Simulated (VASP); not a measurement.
# LiS3 (Im-3m) in VASP: further runs

Runs on LiS3. Level: PBE. Tasks: single point.

Everything below comes from runs of VASP 6.6.1. Logs are shortened: lines on timing, memory, paths and dates and some standing lists are left out, and cuts for length are marked.

### 1 The cell of the first run

It takes space group Im-3m (No. 229, cubic). The conventional cell has a = 5.035 Å, b = 5.035 Å, c = 5.035 Å, α = 90.00°, β = 90.00°, γ = 90.00°. Within 3.3 Å of Li (site symmetry m-3m) lie 6 S at 2.52 Å. Within 3.3 Å of S (site symmetry 4/mmm) lie 2 Li at 2.52 Å and 4 S at 2.52 Å.

The cell was built from a structure type or drawn by symmetry, and may not be a known phase.

### 2 Single point, PBE

Input file INCAR:

```
ALGO = Normal ; EDIFF = 1E-6
ENCUT = 520 ; GGA = PE
ISIF = 2 ; ISMEAR = 0
LASPH = True ; LCHARG = True
LELF = True ; LREAL = False
LVHAR = True ; LWAVE = False
NBANDS = 18 ; NELM = 80
PREC = Accurate ; SIGMA = 0.1
```

Input file KPOINTS:

```
k-points
0
Gamma
  4 4 4
```

Input file POSCAR:

```
LiS3
1.0
   -2.5173829582      2.5173829582      2.5173829582
    2.5173829582     -2.5173829582      2.5173829582
    2.5173829582      2.5173829582     -2.5173829582
Li S
1 3
Direct
    0.0000000000      0.0000000000      0.0000000000
    0.0000000000      0.5000000000      0.5000000000
    0.5000000000      0.0000000000      0.5000000000
    0.5000000000      0.5000000000      0.0000000000
```

Potentials or basis: VASP PAW PBE potentials, release 64 (Li_sv, S).

The run is started by

```console
$ cat potpaw_PBE.64/Li_sv/POTCAR potpaw_PBE.64/S/POTCAR > POTCAR
$ mpirun -np 1 vasp_std > vasp.out
```

OUTCAR:

```text
EDIFF = 1E-6
   ENCUT = 520
   GGA = PE
   ISIF = 2
   ISMEAR = 0
   LASPH = True
   LREAL = False
   NELM = 80
   PREC = Accurate

 ion  position               nearest neighbor table
   1  0.000  0.000  0.000-   2 2.52   3 2.52   4 2.52   2 2.52   3 2.52   4 2.52
   2  0.000  0.500  0.500-   1 2.52   3 2.52   4 2.52   1 2.52   4 2.52   3 2.52
   3  0.500  0.000  0.500-   1 2.52   2 2.52   4 2.52   4 2.52   1 2.52   2 2.52
   4  0.500  0.500  0.000-   1 2.52   2 2.52   3 2.52   3 2.52   2 2.52   1 2.52

  LATTYP: Found a body centered cubic cell.
 ALAT       =     5.0347659164

  Lattice vectors:

 A1 = (  -2.5173829582,   2.5173829582,   2.5173829582)
 A2 = (   2.5173829582,  -2.5173829582,   2.5173829582)
 A3 = (   2.5173829582,   2.5173829582,  -2.5173829582)

Analysis of symmetry for initial positions (statically):
=====================================================================
 Subroutine PRICEL returns:
 Original cell was already a primitive cell.

 Routine SETGRP: Setting up the symmetry group for a
 body centered cubic supercell.

 Subroutine GETGRP returns: Found 48 space group operations
 (whereof 48 operations were pure point group operations)
 out of a pool of 48 trial point group operations.

The static configuration has the point symmetry O_h .

Analysis of symmetry for dynamics (positions and initial velocities):
=====================================================================
 Subroutine PRICEL returns:
 Original cell was already a primitive cell.

 Routine SETGRP: Setting up the symmetry group for a
 body centered cubic supercell.

 Subroutine GETGRP returns: Found 48 space group operations
 (whereof 48 operations were pure point group operations)
 out of a pool of 48 trial point group operations.

The dynamic configuration has the point symmetry O_h .

 Subroutine INISYM returns: Found 48 space group operations
 (whereof 48 operations are pure point group operations),
 and found     1 'primitive' translations

----------------------------------------------------------------------------------------

                                     Primitive cell

  volume of cell :      63.8128

  direct lattice vectors                    reciprocal lattice vectors
    -2.517382958  2.517382958  2.517382958     0.000000000  0.198618966  0.198618966
     2.517382958 -2.517382958  2.517382958     0.198618966  0.000000000  0.198618966
     2.517382958  2.517382958 -2.517382958     0.198618966  0.198618966  0.000000000

  length of vectors
     4.360235186  4.360235186  4.360235186     0.280889635  0.280889635  0.280889635

  position of ions in fractional coordinates (direct lattice)
     0.000000000  0.000000000  0.000000000
     0.000000000  0.500000000  0.500000000
     0.500000000  0.000000000  0.500000000
     0.500000000  0.500000000  0.000000000

  ion indices of the primitive-cell ions
   primitive index   ion index
                 1           1
                 2           2
                 3           3
                 4           4

----------------------------------------------------------------------------------------

 KPOINTS: k-points

Automatic generation of k-mesh.
 Grid dimensions read from file:
 generate k-points for:    4    4    4

 Generating k-lattice:

  Cartesian coordinates                     Fractional coordinates (reciprocal lattice)
     0.000000000  0.049654741  0.049654741     0.250000000  0.000000000  0.000000000
     0.049654741  0.000000000  0.049654741     0.000000000  0.250000000  0.000000000
     0.049654741  0.049654741  0.000000000     0.000000000  0.000000000  0.250000000

  Length of vectors
     0.070222409  0.070222409  0.070222409

  Shift w.r.t. Gamma in fractional coordinates (k-lattice)
     0.000000000  0.000000000  0.000000000

 Subroutine IBZKPT returns following result:
 ===========================================

 Found      8 irreducible k-points:

 Following reciprocal coordinates:
            Coordinates               Weight
  0.000000  0.000000  0.000000      1.000000
  0.250000  0.000000  0.000000     12.000000
  0.500000  0.000000  0.000000      6.000000
  0.250000  0.250000  0.000000     24.000000
  0.250000  0.250000  0.250000      2.000000
 -0.250000  0.250000  0.250000      6.000000
  0.500000  0.500000  0.250000     12.000000
  0.500000  0.500000  0.500000      1.000000
   k-points           NKPTS =      8   k-points in BZ     NKDIM =      8   number of bands    NBANDS=     18
   number of dos      NEDOS =    301   number of ions     NIONS =      4
   total plane-waves  NPLWV =  32768
   dimension x,y,z NGX =    32 NGY =   32 NGZ =   32
   dimension x,y,z NGXF=    64 NGYF=   64 NGZF=   64
   ions per type =               1   3
   NGX,Y,Z   is equivalent  to a cutoff of  12.20, 12.20, 12.20 a.u.
   NGXF,Y,Z  is equivalent  to a cutoff of  24.40, 24.40, 24.40 a.u.
 SYSTEM =  unknown system
   PREC   = accura    normal or accurate (medium, high low for compatibility)
   ISTART =      0    job   : 0-new  1-cont  2-samecut
   ICHARG =      2    charge: 1-file 2-atom 10-const
   ISPIN  =      1    spin polarized calculation?
   LNONCOLLINEAR =      F non collinear calculations
   LSORBIT =      F    spin-orbit coupling
   LASPH  =      T    aspherical Exc in radial PAW
   ENCUT  =  520.0 eV  38.22 Ry    6.18 a.u.   8.11  8.11  8.11*2*pi/ulx,y,z
   NELM   =     80;   NELMIN=  2; NELMDL= -5     # of ELM steps
   EDIFF  = 0.1E-05   stopping-criterion for ELM
   LREAL  =      F    real-space projection
   EDIFFG = 0.1E-04   stopping-criterion for IOM
   NSW    =      0    number of steps for IOM
   IBRION =     -1    ionic relax: 0-MD 1-quasi-New 2-CG
   NFREE  =      0    steps in history (QN), initial steepest desc. (CG)
   ISIF   =      2    stress and relaxation
   ISYM   =      2    0-nonsym 1-usesym 2-fastsym
   POTIM  = 0.5000    time-step for ionic-motion
   TEBEG  =    0.0;   TEEND  =   0.0 temperature during run
   PSTRESS=    0.0 pullay stress
   NELECT =      21.0000    total number of electrons
   NUPDOWN=      -1.0000    fix difference up-down
   EMIN   =  10.00;   EMAX   =-10.00  energy-range for DOS
   EFERMI =   0.00;   METHOD = LEGACY
   ISMEAR =     0;   SIGMA  =   0.10  broadening in eV -4-tet -1-fermi 0-gaus
   EFERMI_NEDOS =   21; number of points for ismear=-14 and -15
   IALGO  =     38    algorithm
   IMIX   =      4    mixing-type and parameters
     AMIX     =   0.40;   BMIX     =  1.00
     AMIX_MAG =   1.60;   BMIX_MAG =  1.00
  volume/ion in A,a.u.               =      15.95       107.66
  Fermi-wavevector in a.u.,A,eV,Ry     =   1.130261  2.135883 17.381298  1.277489
  Thomas-Fermi vector in A             =   2.266957
   LORBIT       =      0    0 simple, 1 ext, 2 COOP (PROOUT), +10 PAW based schemes
   GGA     = PE    functional components
   LHFCALC =     F    Hartree Fock is set to
   AEXX    =    0.0000 exact exchange contribution
   IVDW    =     0    specifies the selected vdW correction
   LEPSILON=     F    determine dielectric tensor
   LRPA    =     F    only Hartree local field effects (RPA)
 non-spin polarized calculation
 Gauss-broadening in eV      SIGMA  =   0.10
  energy-cutoff  :      520.00
  volume of cell :       63.81
 maximum number of plane-waves:      1734
   NGX = 17   NGY = 17   NGZ = 17

 number of electron      20.9999984 magnetization

 Free energy of the ion-electron system (eV)
  ---------------------------------------------------
  ext. energy  EPLUGINS =         0.00000000
  ---------------------------------------------------
  free energy    TOTEN  =       -15.27458575 eV

  energy without entropy =      -15.25011604  energy(sigma->0) =      -15.26235090

 E-fermi :   4.7203     XC(G=0): -10.0571

 val. band max:        4.7120748423   @ k =   0.5000   0.0000   0.0000
 cond. band min:       5.1459872238   @ k =   0.5000   0.0000   0.0000
 fundamental gap:      0.4339123815
 Fermi energy:         4.7202632940

 k-point     1 :       0.0000    0.0000    0.0000
  band No.  band energies     occupation
      1     -39.6771      2.00000
      2     -10.3602      2.00000
      3      -5.1133      2.00000
      4      -5.1133      2.00000
      5      -0.0397      2.00000
      6      -0.0397      2.00000
[... 10 lines left out ...]
     17      10.5344      0.00000
     18      14.7513      0.00000

 k-point     2 :       0.2500    0.0000    0.0000
  band No.  band energies     occupation
      1     -39.6769      2.00000
      2      -9.8814      2.00000
      3      -6.2982      2.00000
      4      -5.4802      2.00000
      5      -0.2708      2.00000
      6       1.0318      2.00000
[... 10 lines left out ...]
     17      12.3693      0.00000
     18      14.8778      0.00000

 k-point     3 :       0.5000    0.0000    0.0000
  band No.  band energies     occupation
      1     -39.6768      2.00000
      2      -8.9276      2.00000
      3      -7.7837      2.00000
      4      -5.7786      2.00000
      5      -0.4780      2.00000
      6       1.5493      2.00000
[... 10 lines left out ...]
     17      14.5801      0.00000
     18      14.6881      0.00000

 k-point     4 :       0.2500    0.2500    0.0000
  band No.  band energies     occupation
      1     -39.6768      2.00000
      2      -9.0171      2.00000
      3      -7.4883      2.00000
      4      -6.0907      2.00000
      5       0.5859      2.00000
      6       0.7028      2.00000
[... 10 lines left out ...]
     17      13.6947      0.00000
     18      15.2789      0.00000

 k-point     5 :       0.2500    0.2500    0.2500
  band No.  band energies     occupation
      1     -39.6768      2.00000
      2      -7.7745      2.00000
      3      -7.7745      2.00000
      4      -7.7745      2.00000
      5       0.5118      2.00000
      6       3.3299      2.00000
[... 10 lines left out ...]
     17      16.4784      0.00000
     18      18.1532      0.00000

 k-point     6 :      -0.2500    0.2500    0.2500
  band No.  band energies     occupation
      1     -39.6769      2.00000
      2      -9.4654      2.00000
      3      -7.1455      2.00000
      4      -4.9991      2.00000
      5      -0.7336      2.00000
      6      -0.7336      2.00000
[... 10 lines left out ...]
     17      13.1328      0.00000
     18      13.6882      0.00000

 k-point     7 :       0.5000    0.5000    0.2500
  band No.  band energies     occupation
      1     -39.6768      2.00000
      2      -8.6427      2.00000
      3      -8.0807      2.00000
      4      -5.0807      2.00000
      5      -1.0826      2.00000
      6      -0.0772      2.00000
[... 10 lines left out ...]
     17      13.9036      0.00000
     18      14.6798      0.00000

 k-point     8 :       0.5000    0.5000    0.5000
  band No.  band energies     occupation
      1     -39.6766      2.00000
      2      -8.3032      2.00000
      3      -8.3032      2.00000
      4      -4.1295      2.00000
      5      -1.4967      2.00000
      6      -1.4967      2.00000
[... 10 lines left out ...]
     17      12.7350      0.00000
     18      15.3989      0.00000

------------------------ aborting loop because EDIFF is reached ----------------------------------------

  FORCE on cell =-STRESS in cart. coord.  units (eV):
  Direction    XX          YY          ZZ          XY          YZ          ZX
  --------------------------------------------------------------------------------------
  -------------------------------------------------------------------------------------
  Total       -0.1287635     -0.1287635     -0.1287635      0.0000000     -0.0000000     -0.0000000
  in kB       -3.2329234     -3.2329234     -3.2329234      0.0000000     -0.0000000     -0.0000000
  external PRESSURE =      -3.2329234 kB  Pullay stress =       0.0000000 kB

 VOLUME and BASIS-vectors are now :
 -----------------------------------------------------------------------------
  energy-cutoff  :      520.00
  volume of cell :       63.81
      direct lattice vectors                 reciprocal lattice vectors
    -2.517382958  2.517382958  2.517382958     0.000000000  0.198618966  0.198618966
     2.517382958 -2.517382958  2.517382958     0.198618966  0.000000000  0.198618966
     2.517382958  2.517382958 -2.517382958     0.198618966  0.198618966  0.000000000

 POSITION                                       TOTAL-FORCE (eV/Angst)
 -----------------------------------------------------------------------------------
      0.00000      0.00000      0.00000        -0.000000      0.000000      0.000000
      2.51738      0.00000      0.00000         0.000000      0.000000     -0.000000
      0.00000      2.51738      0.00000         0.000000     -0.000000     -0.000000
      0.00000      0.00000      2.51738        -0.000000      0.000000      0.000000
 -----------------------------------------------------------------------------------
    total drift:                               -0.000000     -0.000000      0.000000

  FREE ENERGIE OF THE ION-ELECTRON SYSTEM (eV)
  ---------------------------------------------------
  free  energy   TOTEN  =       -15.2745857527 eV

  energy  without entropy=      -15.2501160448  energy(sigma->0) =      -15.26235090
```

Wall time 5 s (1 thread of Intel Xeon 6975P-C (Granite Rapids), shared host); peak memory 0.16 GiB.

What came out:

```
Free energy            : -15.2746 eV
Band gap on the k mesh : zero (an odd number of electrons rules out a gap without spin polarisation)
```

Levels at points of the mesh, in eV from the Fermi level:
```
           k point  band 6  band 7  band 8  band 9  band 10  band 11  band 12  band 13  band 14  band 15
(0.00, 0.00, 0.00)   -4.76   -4.76   -1.74   -1.74    -1.74     4.57     4.57     4.57     4.65     4.65
(0.50, 0.00, 0.00)   -3.17   -2.41   -1.90   -1.05    -0.81    -0.01     0.43     4.69     6.97     8.03
(0.50, 0.50, 0.50)   -6.22   -6.22   -0.64   -0.64    -0.64     4.91     4.91     4.91     6.77     8.01
```

Caveat: the k points lie up to 0.44 Å⁻¹ apart, too coarse for converged energies and pressures of a metal; the cutoff is under 1.25 times the usual one of these potentials, so pressure, stress and relaxed cells hold a basis-set (Pulay) error.

(Part 1 of 2 ends here.)
